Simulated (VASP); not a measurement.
# NaCl (P1) in VASP: single point with PBEsol

Aim: the single point of NaCl with PBEsol.

All numbers are computed with VASP 6.6.1; they aren't measurements. Logs are shortened: lines on timing, memory, paths and dates and some standing lists are left out, and cuts for length are marked.

## (1) The cell of the first run

The typed cell holds 16 atoms: a = 8.009 Å, b = 8.009 Å, c = 8.009 Å, α = 60.00°, β = 60.00°, γ = 60.00°.

## (2) Single point, PBEsol

File INCAR:

```
PREC = Accurate ; ENCUT = 520
EDIFF = 1E-6 ; ISMEAR = -1
SIGMA = 0.02 ; LREAL = Auto
LASPH = T ; NELM = 60
ALGO = Normal ; ISIF = 2
LWAVE = F ; LCHARG = F
GGA = PS ; NBANDS = 70
```

File KPOINTS:

```
Automatic mesh
0
Gamma
  2 2 2
  0.5 0.5 0.5
```

File POSCAR:

```
NaCl
1.0
    0.0000000000      5.6635000000     -5.6635000000
    5.6635000000      5.6635000000      0.0000000000
    5.6635000000      0.0000000000     -5.6635000000
Na Cl
8 8
Direct
    0.5018211353      0.0084506047      0.4991092081
    0.5001356935      0.4890531473      0.4934401872
   -0.0023376887     -0.0069147170      0.4957106913
   -0.0053026397      0.5142497572      0.5024473382
    0.4873347753     -0.0085059592      0.0218581266
    0.4900162444      0.5086873841     -0.0028296989
    0.0017537742     -0.0134144081      0.0073361879
    0.0035950384      0.5103200318      0.0075097555
    0.2530930520      0.7265741149      0.2601966099
    0.2377969454      0.2506981549      0.2559728083
    0.7474365675      0.7456917101      0.2585139931
    0.7655167299      0.2527754922      0.2309155116
    0.2508947647      0.7504065507      0.7417391189
    0.2652183279      0.2596560431      0.7485166417
    0.7465687296      0.7745768518      0.7406338836
    0.7483801536      0.2383720314      0.7475698773
```

Potentials or basis: VASP PAW PBE potentials, release 64 (Na_pv, Cl).

Run with:

```console
> cat potpaw_PBE.64/Na_pv/POTCAR potpaw_PBE.64/Cl/POTCAR > POTCAR
> mpirun -np 1 vasp_std > vasp.out
```

OUTCAR:

```text
PREC = Accurate
   ENCUT = 520
   EDIFF = 1E-6
   ISMEAR = -1
   LREAL = Auto
   LASPH = T
   NELM = 60
   ISIF = 2
   GGA = PS

 ion  position               nearest neighbor table
   1  0.502  0.008  0.499-
   2  0.500  0.489  0.493-  14 2.64   9 2.72
   3  0.998  0.993  0.496-  15 2.66
   4  0.995  0.514  0.502-   9 2.67
   5  0.487  0.991  0.022-
   6  0.490  0.509  0.997-   9 2.73
   7  0.002  0.987  0.007-
   8  0.004  0.510  0.008-
   9  0.253  0.727  0.260-   4 2.67   2 2.72   6 2.73
  10  0.238  0.251  0.256-
  11  0.747  0.746  0.259-
  12  0.766  0.253  0.231-
  13  0.251  0.750  0.742-
  14  0.265  0.260  0.749-   2 2.64
  15  0.747  0.775  0.741-   3 2.66
  16  0.748  0.238  0.748-

  LATTYP: Found a face centered cubic cell.
 ALAT       =    11.3270000000

  Lattice vectors:

 A1 = (   0.0000000000,   5.6635000000,  -5.6635000000)
 A2 = (   5.6635000000,   5.6635000000,   0.0000000000)
 A3 = (   5.6635000000,   0.0000000000,  -5.6635000000)

Analysis of symmetry for initial positions (statically):
=====================================================================
 Subroutine PRICEL returns:
 Original cell was already a primitive cell.

 Routine SETGRP: Setting up the symmetry group for a
 face centered cubic supercell.

 Subroutine GETGRP returns: Found  1 space group operations
 (whereof  1 operations were pure point group operations)
 out of a pool of 48 trial point group operations.

The static configuration has the point symmetry C_1 .

Analysis of symmetry for dynamics (positions and initial velocities):
=====================================================================
 Subroutine PRICEL returns:
 Original cell was already a primitive cell.

 Routine SETGRP: Setting up the symmetry group for a
 face centered cubic supercell.

 Subroutine GETGRP returns: Found  1 space group operations
 (whereof  1 operations were pure point group operations)
 out of a pool of 48 trial point group operations.

The dynamic configuration has the point symmetry C_1 .

 Subroutine INISYM returns: Found  1 space group operations
 (whereof  1 operations are pure point group operations),
 and found     1 'primitive' translations

----------------------------------------------------------------------------------------

                                     Primitive cell

  volume of cell :     363.3162

  direct lattice vectors                    reciprocal lattice vectors
     0.000000000  5.663500000 -5.663500000    -0.088284630  0.088284630 -0.088284630
     5.663500000  5.663500000  0.000000000     0.088284630  0.088284630  0.088284630
     5.663500000  0.000000000 -5.663500000     0.088284630 -0.088284630 -0.088284630

  length of vectors
     8.009398511  8.009398511  8.009398511     0.152913464  0.152913464  0.152913464

  position of ions in fractional coordinates (direct lattice)
     0.501821135  0.008450605  0.499109208
     0.500135693  0.489053147  0.493440187
     0.997662311  0.993085283  0.495710691
     0.994697360  0.514249757  0.502447338
     0.487334775  0.991494041  0.021858127
     0.490016244  0.508687384  0.997170301
[... 8 lines left out ...]
     0.746568730  0.774576852  0.740633884
     0.748380154  0.238372031  0.747569877

  ion indices of the primitive-cell ions
   primitive index   ion index
                 1           1
                 2           2
                 3           3
                 4           4
                 5           5
                 6           6
[... 8 lines left out ...]
                15          15
                16          16

----------------------------------------------------------------------------------------

 KPOINTS: Automatic mesh

Automatic generation of k-mesh.
 Grid dimensions read from file:
 generate k-points for:    2    2    2

 Generating k-lattice:

  Cartesian coordinates                     Fractional coordinates (reciprocal lattice)
    -0.044142315  0.044142315 -0.044142315     0.500000000  0.000000000  0.000000000
     0.044142315  0.044142315  0.044142315     0.000000000  0.500000000  0.000000000
     0.044142315 -0.044142315 -0.044142315     0.000000000  0.000000000  0.500000000

  Length of vectors
     0.076456732  0.076456732  0.076456732

  Shift w.r.t. Gamma in fractional coordinates (k-lattice)
     0.500000000  0.500000000  0.500000000

 Subroutine IBZKPT returns following result:
 ===========================================

 Found     16 irreducible k-points:

 Following reciprocal coordinates:
            Coordinates               Weight
  0.250000  0.250000  0.250000      2.000000
  0.250000  0.000000  0.000000      2.000000
  0.000000  0.000000 -0.250000      2.000000
  0.000000  0.250000  0.000000      2.000000
 -0.250000  0.250000  0.250000      2.000000
  0.250000 -0.250000  0.250000      2.000000
[... 8 lines left out ...]
  0.000000  0.250000  0.500000      2.000000
  0.500000  0.250000  0.000000      2.000000
   k-points           NKPTS =     16   k-points in BZ     NKDIM =     16   number of bands    NBANDS=     70
   number of dos      NEDOS =    301   number of ions     NIONS =     16
   total plane-waves  NPLWV = 216000
   dimension x,y,z NGX =    60 NGY =   60 NGZ =   60
   dimension x,y,z NGXF=   120 NGYF=  120 NGZF=  120
   ions per type =               8   8
   NGX,Y,Z   is equivalent  to a cutoff of  12.45, 12.45, 12.45 a.u.
   NGXF,Y,Z  is equivalent  to a cutoff of  24.91, 24.91, 24.91 a.u.
 SYSTEM =  unknown system
   PREC   = accura    normal or accurate (medium, high low for compatibility)
   ISTART =      0    job   : 0-new  1-cont  2-samecut
   ICHARG =      2    charge: 1-file 2-atom 10-const
   ISPIN  =      1    spin polarized calculation?
   LNONCOLLINEAR =      F non collinear calculations
   LSORBIT =      F    spin-orbit coupling
   LASPH  =      T    aspherical Exc in radial PAW
   ENCUT  =  520.0 eV  38.22 Ry    6.18 a.u.  14.89 14.89 14.89*2*pi/ulx,y,z
   NELM   =     60;   NELMIN=  2; NELMDL= -5     # of ELM steps
   EDIFF  = 0.1E-05   stopping-criterion for ELM
   LREAL  =      T    real-space projection
   EDIFFG = 0.1E-04   stopping-criterion for IOM
   NSW    =      0    number of steps for IOM
   IBRION =     -1    ionic relax: 0-MD 1-quasi-New 2-CG
   NFREE  =      0    steps in history (QN), initial steepest desc. (CG)
   ISIF   =      2    stress and relaxation
   ISYM   =      2    0-nonsym 1-usesym 2-fastsym
   POTIM  = 0.5000    time-step for ionic-motion
   TEBEG  =    0.0;   TEEND  =   0.0 temperature during run
   PSTRESS=    0.0 pullay stress
   NELECT =     112.0000    total number of electrons
   NUPDOWN=      -1.0000    fix difference up-down
   EMIN   =  10.00;   EMAX   =-10.00  energy-range for DOS
   EFERMI =   0.00;   METHOD = LEGACY
   ISMEAR =    -1;   SIGMA  =   0.02  broadening in eV -4-tet -1-fermi 0-gaus
   EFERMI_NEDOS =   21; number of points for ismear=-14 and -15
   IALGO  =     38    algorithm
   IMIX   =      4    mixing-type and parameters
     AMIX     =   0.40;   BMIX     =  1.00
     AMIX_MAG =   1.60;   BMIX_MAG =  1.00
  volume/ion in A,a.u.               =      22.71       153.24
  Fermi-wavevector in a.u.,A,eV,Ry     =   1.105909  2.089864 16.640388  1.223034
  Thomas-Fermi vector in A             =   2.242402
   LORBIT       =      0    0 simple, 1 ext, 2 COOP (PROOUT), +10 PAW based schemes
   GGA     = PS    functional components
   LHFCALC =     F    Hartree Fock is set to
   AEXX    =    0.0000 exact exchange contribution
   IVDW    =     0    specifies the selected vdW correction
   LEPSILON=     F    determine dielectric tensor
   LRPA    =     F    only Hartree local field effects (RPA)
 non-spin polarized calculation
  energy-cutoff  :      520.00
  volume of cell :      363.32
 maximum number of plane-waves:      9798
   NGX = 29   NGY = 29   NGZ = 29

 number of electron     111.9999998 magnetization

 Free energy of the ion-electron system (eV)
  ---------------------------------------------------
  ext. energy  EPLUGINS =         0.00000000
  ---------------------------------------------------
  free energy    TOTEN  =       -55.76196244 eV

  energy without entropy =      -55.76196244  energy(sigma->0) =      -55.76196244

 E-fermi :  -0.2940     XC(G=0):  -8.2736

 val. band max:       -0.7537802459   @ k =   0.0000   0.2500   0.0000
 cond. band min:       4.5085032611   @ k =   0.2500   0.0000   0.0000
 fundamental gap:      5.2622835070
 Fermi energy:        -0.2940163638

 k-point     1 :       0.2500    0.2500    0.2500
  band No.  band energies     occupation
      1     -21.6822      2.00000
      2     -21.6814      2.00000
      3     -21.6759      2.00000
      4     -21.6724      2.00000
      5     -21.6671      2.00000
      6     -21.6648      2.00000
[... 60 lines left out ...]
     67       7.5047      0.00000
     68       8.9314      0.00000

 k-point     2 :       0.2500    0.0000    0.0000
  band No.  band energies     occupation
      1     -21.6817      2.00000
      2     -21.6804      2.00000
      3     -21.6756      2.00000
      4     -21.6724      2.00000
      5     -21.6676      2.00000
      6     -21.6662      2.00000
[... 60 lines left out ...]
     67       7.5315      0.00000
     68       8.9437      0.00000

 k-point     3 :       0.0000    0.0000   -0.2500
  band No.  band energies     occupation
      1     -21.6822      2.00000
      2     -21.6813      2.00000
      3     -21.6759      2.00000
      4     -21.6723      2.00000
      5     -21.6671      2.00000
      6     -21.6648      2.00000
[... 912 lines left out ...]
     67       8.1760      0.00000
     68       8.3623      0.00000

 k-point    16 :       0.5000    0.2500    0.0000
  band No.  band energies     occupation
      1     -21.6813      2.00000
      2     -21.6800      2.00000
      3     -21.6753      2.00000
      4     -21.6720      2.00000
      5     -21.6675      2.00000
      6     -21.6662      2.00000
[... 60 lines left out ...]
     67       8.2492      0.00000
     68       8.3249      0.00000
 [bands above 68 left out]

------------------------ aborting loop because EDIFF is reached ----------------------------------------

  FORCE on cell =-STRESS in cart. coord.  units (eV):
  Direction    XX          YY          ZZ          XY          YZ          ZX
  --------------------------------------------------------------------------------------
  -------------------------------------------------------------------------------------
  Total       -1.5662887     -0.8114271     -1.4486405     -0.0278517     -0.0604366      0.0391517
  in kB       -6.9071311     -3.5782885     -6.3883177     -0.1228225     -0.2665175      0.1726541
  external PRESSURE =      -5.6245791 kB  Pullay stress =       0.0000000 kB

 VOLUME and BASIS-vectors are now :
 -----------------------------------------------------------------------------
  energy-cutoff  :      520.00
  volume of cell :      363.32
      direct lattice vectors                 reciprocal lattice vectors
     0.000000000  5.663500000 -5.663500000    -0.088284630  0.088284630 -0.088284630
     5.663500000  5.663500000  0.000000000     0.088284630  0.088284630  0.088284630
     5.663500000  0.000000000 -5.663500000     0.088284630 -0.088284630 -0.088284630

 POSITION                                       TOTAL-FORCE (eV/Angst)
 -----------------------------------------------------------------------------------
      2.87456      2.88992     -5.66877         0.021548     -0.037724      0.083390
      5.56435      5.60227     -5.62712         0.062478      0.192338     -0.233306
      8.43180     11.27460     -8.45772         0.142255      0.177728     -0.034101
      5.75806      8.54592     -8.47908        -0.061263     -0.339465     -0.120720
      5.73912      8.37535     -2.88381        -0.046545      0.199317      0.066482
      8.52843      5.65616     -8.42268        -0.263375      0.020992     -0.069898
[... 8 lines left out ...]
      8.58140      8.61501     -8.42277        -0.101611     -0.358102     -0.127412
      5.58388      5.58847     -8.47231         0.198316      0.147573     -0.108659
 -----------------------------------------------------------------------------------
    total drift:                                0.000252      0.000094     -0.001326

  FREE ENERGIE OF THE ION-ELECTRON SYSTEM (eV)
  ---------------------------------------------------
  free  energy   TOTEN  =       -55.7619624435 eV

  energy  without entropy=      -55.7619624435  energy(sigma->0) =      -55.76196244
```

Run time: 7.1 min. Hardware: 1 thread of Intel Xeon 6975P-C (Granite Rapids), shared host; peak memory 0.59 GiB.

What came out:

* Free energy: -55.7620 eV
* Pressure: -0.6 GPa
* Largest force: 0.453 eV/Å
* Band gap on the k mesh: 5.26 eV

Forces on the atoms (eV/Å):
```
Na   0.022 -0.038  0.083
Na   0.062  0.192 -0.233
Na   0.142  0.178 -0.034
Na  -0.061 -0.339 -0.121
Na  -0.047  0.199  0.066
Na  -0.263  0.021 -0.070
Na  -0.016  0.139  0.182
Na  -0.166 -0.069  0.133
Cl   0.080  0.252  0.211
Cl   0.002  0.103 -0.162
Cl   0.058  0.028  0.052
Cl   0.025 -0.111  0.081
Cl   0.103  0.086 -0.085
Cl  -0.037 -0.432  0.131
Cl  -0.102 -0.358 -0.127
Cl   0.198  0.148 -0.109
```

Levels at points of the mesh, in eV from the valence-band top:
```tsv
k point	band 54	band 55	band 56	band 57	band 58	band 59
(0.25, 0.25, 0.25)	-0.25	-0.07	-0.03	5.26	6.83	7.29
```

Caveat: the atoms stand as in a frame of molecular dynamics; the PAW data sets were made with another functional, which shifts forces and pressure a little; a shifted mesh leaves out Γ, where band edges can lie. A k mesh can miss the band edges.
